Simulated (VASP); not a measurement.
Here is a VASP 6.6.1 calculation.

The input INCAR:

```
SYSTEM = TiN
  ALGO = Normal
  EDIFF = 1E-7
  ENCUT = 520
  GGA = PS
  ISIF = 2
  ISMEAR = 0
  ISPIN = 2
  LASPH = .TRUE.
  LCHARG = .FALSE.
  LMAXMIX = 4
  LORBIT = 11
  LREAL = .FALSE.
  LWAVE = .FALSE.
  MAGMOM = 0.5 0
  NBANDS = 20
  NELM = 150
  NUPDOWN = 0.5
  PREC = Accurate
  SIGMA = 0.15
```

Contents of KPOINTS:

```
k-points
0
G
  20 20 20
  0 0 0
```

File POSCAR:

```
TiN
1.0
    0.0000000000      2.1565869739      2.1565869739
    2.1565869739      0.0000000000      2.1565869739
    2.1565869739      2.1565869739      0.0000000000
Ti N
1 1
Direct
    0.0000000000      0.0000000000      0.0000000000
    0.5000000000      0.5000000000      0.5000000000
```

Potentials or basis: VASP PAW PBE potentials, release 64 (Ti_sv, N).

The run is started by

```console
$ cat potpaw_PBE.64/Ti_sv/POTCAR potpaw_PBE.64/N/POTCAR > POTCAR
$ mpirun -np 1 vasp_std > vasp.out
```

(1) What does it give for the pressure?

Answers

(1) -17.4 GPa.

Caveat: the PAW data sets were made with another functional, which shifts forces and pressure a little; the total moment is fixed, so each spin has its own Fermi level.
